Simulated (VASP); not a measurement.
# Sb in VASP: notebook

The runs below take Sb through single point, relaxation of cell and atoms, with PBE, PBEsol.

All numbers are computed with VASP 6.6.1; they aren't measurements. Logs are shortened: lines on timing, memory, paths and dates and some standing lists are left out, and cuts for length are marked.

## (1) The cell of the first run

The cell holds a slab with vacuum, 2 atoms: a = 4.105 Å, b = 4.105 Å, c = 26.855 Å, α = 90.00°, β = 90.00°, γ = 120.00°.

## (2) Single point, PBE

The input, INCAR:

```
SYSTEM = Sb
PREC = Accurate
ENCUT = 400
EDIFF = 1E-6
ISMEAR = -1
SIGMA = 0.02
LREAL = .False.
LASPH = .True.
NELM = 120
ALGO = Normal
ISIF = 2
LWAVE = .False.
LCHARG = .False.
LDIPOL = .True.
IDIPOL = 3
DIPOL = 0.5 0.5 0.345
GGA = PE
NBANDS = 22
GGA_COMPAT = .False.
NELMDL = -8
```

The input, KPOINTS:

```
Automatic mesh
0
Gamma
  12 12 1
  0 0 0
```

The input, POSCAR:

```
Sb
1.0
    4.1051830053      0.0000000000      0.0000000000
   -2.0525915027      3.5551927698      0.0000000000
    0.0000000000      0.0000000000     26.8552477996
Sb
2
Direct
    0.3333333333      0.6666666667      0.3149797942
    0.6666666667      0.3333333333      0.3749272228
```

Potentials or basis: VASP PAW PBE potentials, release 64 (Sb_d_GW).

Command:

```console
cat potpaw_PBE.64/Sb_d_GW/POTCAR > POTCAR
mpirun -np 1 vasp_std > vasp.out
```

OUTCAR:

```text
SYSTEM = Sb
   PREC = Accurate
   ENCUT = 400
   EDIFF = 1E-6
   ISMEAR = -1
   LREAL = .False.
   LASPH = .True.
   NELM = 120
   ISIF = 2
   GGA = PE
   NELMDL = -8

 ion  position               nearest neighbor table
   1  0.333  0.667  0.315-   2 2.87   2 2.87   2 2.87
   2  0.667  0.333  0.375-   1 2.87   1 2.87   1 2.87

  LATTYP: Found a hexagonal cell.
 ALAT       =     4.1051830053
 C/A-ratio  =     6.5417906498

  Lattice vectors:

 A1 = (   4.1051830053,   0.0000000000,   0.0000000000)
 A2 = (  -2.0525915027,   3.5551927698,   0.0000000000)
 A3 = (   0.0000000000,   0.0000000000,  26.8552477996)

Analysis of symmetry for initial positions (statically):
=====================================================================
 Subroutine PRICEL returns:
 Original cell was already a primitive cell.

 Routine SETGRP: Setting up the symmetry group for a
 hexagonal supercell.

 Subroutine GETGRP returns: Found 12 space group operations
 (whereof  6 operations were pure point group operations)
 out of a pool of 24 trial point group operations.

The static configuration has the point symmetry C_3v.
 The point group associated with its full space group is D_3d.

Analysis of symmetry for dynamics (positions and initial velocities):
=====================================================================
 Subroutine PRICEL returns:
 Original cell was already a primitive cell.

 Routine SETGRP: Setting up the symmetry group for a
 hexagonal supercell.

 Subroutine GETGRP returns: Found 12 space group operations
 (whereof  6 operations were pure point group operations)
 out of a pool of 24 trial point group operations.

The dynamic configuration has the point symmetry C_3v.
 The point group associated with its full space group is D_3d.

 Subroutine INISYM returns: Found 12 space group operations
 (whereof  6 operations are pure point group operations),
 and found     1 'primitive' translations

----------------------------------------------------------------------------------------

                                     Primitive cell

  volume of cell :     391.9447

  direct lattice vectors                    reciprocal lattice vectors
     4.105183005  0.000000000  0.000000000     0.243594500  0.140639350  0.000000000
    -2.052591503  3.555192770  0.000000000     0.000000000  0.281278700  0.000000000
     0.000000000  0.000000000 26.855247800     0.000000000  0.000000000  0.037236670

  length of vectors
     4.105183005  4.105183005 26.855247800     0.281278700  0.281278700  0.037236670

  position of ions in fractional coordinates (direct lattice)
     0.333333333  0.666666667  0.314979794
     0.666666667  0.333333333  0.374927223

  ion indices of the primitive-cell ions
   primitive index   ion index
                 1           1
                 2           2

----------------------------------------------------------------------------------------

 KPOINTS: Automatic mesh

Automatic generation of k-mesh.
 Grid dimensions read from file:
 generate k-points for:   12   12    1

 Generating k-lattice:

  Cartesian coordinates                     Fractional coordinates (reciprocal lattice)
     0.020299542  0.011719946  0.000000000     0.083333333 -0.000000000  0.000000000
     0.000000000  0.023439892  0.000000000     0.000000000  0.083333333  0.000000000
     0.000000000  0.000000000  0.037236670     0.000000000  0.000000000  1.000000000

  Length of vectors
     0.023439892  0.023439892  0.037236670

  Shift w.r.t. Gamma in fractional coordinates (k-lattice)
     0.000000000  0.000000000  0.000000000

 Subroutine IBZKPT returns following result:
 ===========================================

 Found     19 irreducible k-points:

 Following reciprocal coordinates:
            Coordinates               Weight
  0.000000  0.000000  0.000000      1.000000
  0.083333  0.000000  0.000000      6.000000
  0.166667  0.000000  0.000000      6.000000
  0.250000  0.000000  0.000000      6.000000
  0.333333  0.000000  0.000000      6.000000
  0.416667  0.000000  0.000000      6.000000
[... 11 lines left out ...]
  0.333333  0.250000  0.000000     12.000000
  0.333333  0.333333  0.000000      2.000000
   k-points           NKPTS =     19   k-points in BZ     NKDIM =     19   number of bands    NBANDS=     22
   number of dos      NEDOS =    301   number of ions     NIONS =      2
   total plane-waves  NPLWV = 141120
   dimension x,y,z NGX =    28 NGY =   28 NGZ =  180
   dimension x,y,z NGXF=    56 NGYF=   56 NGZF=  360
   ions per type =               2
   NGX,Y,Z   is equivalent  to a cutoff of  11.34, 11.34, 11.14 a.u.
   NGXF,Y,Z  is equivalent  to a cutoff of  22.68, 22.68, 22.29 a.u.
 SYSTEM =  Sb
   PREC   = accura    normal or accurate (medium, high low for compatibility)
   ISTART =      0    job   : 0-new  1-cont  2-samecut
   ICHARG =      2    charge: 1-file 2-atom 10-const
   ISPIN  =      1    spin polarized calculation?
   LNONCOLLINEAR =      F non collinear calculations
   LSORBIT =      F    spin-orbit coupling
   LASPH  =      T    aspherical Exc in radial PAW
   ENCUT  =  400.0 eV  29.40 Ry    5.42 a.u.   6.69  6.69 43.79*2*pi/ulx,y,z
   NELM   =    120;   NELMIN=  2; NELMDL= -8     # of ELM steps
   EDIFF  = 0.1E-05   stopping-criterion for ELM
   LREAL  =      F    real-space projection
   EDIFFG = 0.1E-04   stopping-criterion for IOM
   NSW    =      0    number of steps for IOM
   IBRION =     -1    ionic relax: 0-MD 1-quasi-New 2-CG
   NFREE  =      0    steps in history (QN), initial steepest desc. (CG)
   ISIF   =      2    stress and relaxation
   ISYM   =      2    0-nonsym 1-usesym 2-fastsym
   POTIM  = 0.5000    time-step for ionic-motion
   TEBEG  =    0.0;   TEEND  =   0.0 temperature during run
   PSTRESS=    0.0 pullay stress
   NELECT =      30.0000    total number of electrons
   NUPDOWN=      -1.0000    fix difference up-down
   EMIN   =  10.00;   EMAX   =-10.00  energy-range for DOS
   EFERMI =   0.00;   METHOD = LEGACY
   ISMEAR =    -1;   SIGMA  =   0.02  broadening in eV -4-tet -1-fermi 0-gaus
   EFERMI_NEDOS =   21; number of points for ismear=-14 and -15
   IALGO  =     38    algorithm
   IMIX   =      4    mixing-type and parameters
     AMIX     =   0.40;   BMIX     =  1.00
     AMIX_MAG =   1.60;   BMIX_MAG =  1.00
  volume/ion in A,a.u.               =     195.97      1322.49
  Fermi-wavevector in a.u.,A,eV,Ry     =   0.695089  1.313527  6.573634  0.483148
  Thomas-Fermi vector in A             =   1.777764
   LORBIT       =      0    0 simple, 1 ext, 2 COOP (PROOUT), +10 PAW based schemes
   GGA     = PE    functional components
   LHFCALC =     F    Hartree Fock is set to
   AEXX    =    0.0000 exact exchange contribution
   IVDW    =     0    specifies the selected vdW correction
   LEPSILON=     F    determine dielectric tensor
   LRPA    =     F    only Hartree local field effects (RPA)
 non-spin polarized calculation
  energy-cutoff  :      400.00
  volume of cell :      391.94
 maximum number of plane-waves:      7163
 NGX is ok and might be reduce to    28
   NGX = 13   NGY = 13   NGZ = 87

 dipolmoment           0.000000      0.000000      0.000000 electrons x Angstroem

 number of electron      29.9999982 magnetization

 dipolmoment           0.000000      0.000000     -0.000001 electrons x Angstroem

 Free energy of the ion-electron system (eV)
  ---------------------------------------------------
  ext. energy  EPLUGINS =         0.00000000
  ---------------------------------------------------
  free energy    TOTEN  =        -8.14823949 eV

  energy without entropy =       -8.14823949  energy(sigma->0) =       -8.14823949

 E-fermi :  -2.9365     XC(G=0):  -2.0684

 val. band max:       -3.4419140853   @ k =   0.0000   0.0000   0.0000
 cond. band min:      -2.0817754733   @ k =   0.3333   0.0000   0.0000
 fundamental gap:      1.3601386120
 Fermi energy:        -2.9364668458

 k-point     1 :       0.0000    0.0000    0.0000
  band No.  band energies     occupation
      1     -31.9591      2.00000
      2     -31.9591      2.00000
      3     -31.8822      2.00000
      4     -31.8822      2.00000
      5     -31.8318      2.00000
      6     -31.7663      2.00000
[... 14 lines left out ...]
     21       1.6234      0.00000
     22       1.9197      0.00000

 k-point     2 :       0.0833    0.0000    0.0000
  band No.  band energies     occupation
      1     -31.9587      2.00000
      2     -31.9554      2.00000
      3     -31.8816      2.00000
      4     -31.8798      2.00000
      5     -31.8309      2.00000
      6     -31.7680      2.00000
[... 14 lines left out ...]
     21       1.7053      0.00000
     22       2.0038      0.00000

 k-point     3 :       0.1667    0.0000    0.0000
  band No.  band energies     occupation
      1     -31.9573      2.00000
      2     -31.9445      2.00000
      3     -31.8800      2.00000
      4     -31.8728      2.00000
      5     -31.8279      2.00000
      6     -31.7729      2.00000
[... 14 lines left out ...]
     21       1.9407      0.00000
     22       2.2457      0.00000

 k-point     4 :       0.2500    0.0000    0.0000
  band No.  band energies     occupation
      1     -31.9554      2.00000
      2     -31.9279      2.00000
      3     -31.8774      2.00000
      4     -31.8620      2.00000
      5     -31.8226      2.00000
      6     -31.7808      2.00000
[... 14 lines left out ...]
     21       2.3285      0.00000
     22       2.6202      0.00000

 k-point     5 :       0.3333    0.0000    0.0000
  band No.  band energies     occupation
      1     -31.9534      2.00000
      2     -31.9094      2.00000
      3     -31.8723      2.00000
      4     -31.8487      2.00000
      5     -31.8158      2.00000
      6     -31.7915      2.00000
[... 14 lines left out ...]
     21       2.7854      0.00000
     22       3.1495      0.00000

 k-point     6 :       0.4167    0.0000    0.0000
  band No.  band energies     occupation
      1     -31.9519      2.00000
      2     -31.8969      2.00000
      3     -31.8600      2.00000
      4     -31.8339      2.00000
      5     -31.8109      2.00000
      6     -31.8043      2.00000
[... 14 lines left out ...]
     21       3.3654      0.00000
     22       3.6949      0.00000

 k-point     7 :       0.5000    0.0000    0.0000
  band No.  band energies     occupation
      1     -31.9514      2.00000
      2     -31.8936      2.00000
      3     -31.8491      2.00000
      4     -31.8198      2.00000
      5     -31.8177      2.00000
      6     -31.8126      2.00000
[... 199 lines left out ...]
      6     -31.8031      2.00000
[... 14 lines left out ...]
     21       3.5758      0.00000
     22       3.9431      0.00000

 k-point    16 :       0.4167    0.1667    0.0000
  band No.  band energies     occupation
      1     -31.9518      2.00000
      2     -31.8806      2.00000
      3     -31.8438      2.00000
      4     -31.8321      2.00000
      5     -31.8251      2.00000
      6     -31.8037      2.00000
[... 14 lines left out ...]
     21       3.9426      0.00000
     22       4.0978      0.00000

 k-point    17 :       0.2500    0.2500    0.0000
  band No.  band energies     occupation
      1     -31.9525      2.00000
      2     -31.8786      2.00000
      3     -31.8629      2.00000
      4     -31.8413      2.00000
      5     -31.8146      2.00000
      6     -31.8019      2.00000
[... 14 lines left out ...]
     21       3.4564      0.00000
     22       3.4706      0.00000

 k-point    18 :       0.3333    0.2500    0.0000
  band No.  band energies     occupation
      1     -31.9519      2.00000
      2     -31.8672      2.00000
      3     -31.8508      2.00000
      4     -31.8328      2.00000
      5     -31.8282      2.00000
      6     -31.8002      2.00000
[... 14 lines left out ...]
     21       3.7417      0.00000
     22       4.1109      0.00000

 k-point    19 :       0.3333    0.3333    0.0000
  band No.  band energies     occupation
      1     -31.9518      2.00000
      2     -31.8499      2.00000
      3     -31.8499      2.00000
      4     -31.8477      2.00000
      5     -31.8153      2.00000
      6     -31.8153      2.00000
[... 14 lines left out ...]
     21       3.9282      0.00000
     22       4.4505      0.00000

------------------------ aborting loop because EDIFF is reached ----------------------------------------

 vacuum level on the upper side and lower side of the slab       (xc-potential included)        -0.008        -0.008

  FORCE on cell =-STRESS in cart. coord.  units (eV):
  Direction    XX          YY          ZZ          XY          YZ          ZX
  --------------------------------------------------------------------------------------
  -------------------------------------------------------------------------------------
  Total        0.2380745      0.2380745      0.3163077     -0.0000000      0.0000000      0.0000000
  in kB        0.9731921      0.9731921      1.2929910     -0.0000000      0.0000000      0.0000000
  external PRESSURE =       1.0797917 kB  Pullay stress =       0.0000000 kB

 VOLUME and BASIS-vectors are now :
 -----------------------------------------------------------------------------
  energy-cutoff  :      400.00
  volume of cell :      391.94
      direct lattice vectors                 reciprocal lattice vectors
     4.105183005  0.000000000  0.000000000     0.243594500  0.140639350  0.000000000
    -2.052591503  3.555192770  0.000000000     0.000000000  0.281278700  0.000000000
     0.000000000  0.000000000 26.855247800     0.000000000  0.000000000  0.037236670

 POSITION                                       TOTAL-FORCE (eV/Angst)
 -----------------------------------------------------------------------------------
     -0.00000      2.37013      8.45886        -0.000000      0.000000     -0.270571
      2.05259      1.18506     10.06876         0.000000      0.000000      0.270571
 -----------------------------------------------------------------------------------
    total drift:                                0.000000      0.000000     -0.000072

  FREE ENERGIE OF THE ION-ELECTRON SYSTEM (eV)
  ---------------------------------------------------
  free  energy   TOTEN  =        -8.1482394926 eV

  energy  without entropy=       -8.1482394926  energy(sigma->0) =       -8.14823949

 vacuum level on the upper side and lower side of the slab         1.459         1.459
```

It took 4.8 min on 1 thread of AMD EPYC 7R43 (Zen 3), shared host; peak memory 0.36 GiB.

What came out:

```yaml
Free_energy: -8.1482 eV
Largest_force: 0.271 eV/Å
Band_gap_on_the_k_mesh: 1.36 eV (least direct gap 1.63 eV)
```

Forces on the atoms (eV/Å):
```
Sb   0.000  0.000 -0.271
Sb   0.000  0.000  0.271
```

Caveat: spin-orbit coupling is left out, which moves the levels of the heavy elements.

(Part 1 of 2 ends here.)
